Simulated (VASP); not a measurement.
Here is a VASP 6.6.1 calculation.

Contents of INCAR:

```
PREC = Accurate
ENCUT = 520
EDIFF = 1E-8
ISMEAR = -1
SIGMA = 0.15
LREAL = F
LASPH = T
NELM = 80
ALGO = Normal
ISIF = 2
LWAVE = F
LCHARG = F
GGA = CA
NBANDS = 16
IBRION = 8
NSW = 1
```

Contents of KPOINTS:

```
regular mesh
0
Gamma
  12 12 12
```

The input POSCAR:

```
InAs
1.0
    0.0000000000      2.9207691722      2.9207691722
    2.9207691722      0.0000000000      2.9207691722
    2.9207691722      2.9207691722      0.0000000000
In As
1 1
Direct
    0.0000000000      0.0000000000      0.0000000000
    0.7500000000      0.7500000000      0.7500000000
```

Potentials or basis: VASP PAW LDA potentials, release 64 (In_d, As).

The run is started by

```sh
$ cat potpaw_LDA.64/In_d/POTCAR potpaw_LDA.64/As/POTCAR > POTCAR
$ mpirun -np 1 vasp_std > vasp.out
```

Q: Predict the highest phonon frequency at Γ, LO-TO splitting left out.

A: 244 cm⁻¹.

Phonon frequencies in cm⁻¹ (negative: imaginary):
```csv
q point,frequencies
"(0.000, 0.000, 0.000)",0 0 0 244 244 244
```

Caveat: the cell stands under pressure or tension, which shifts response properties.
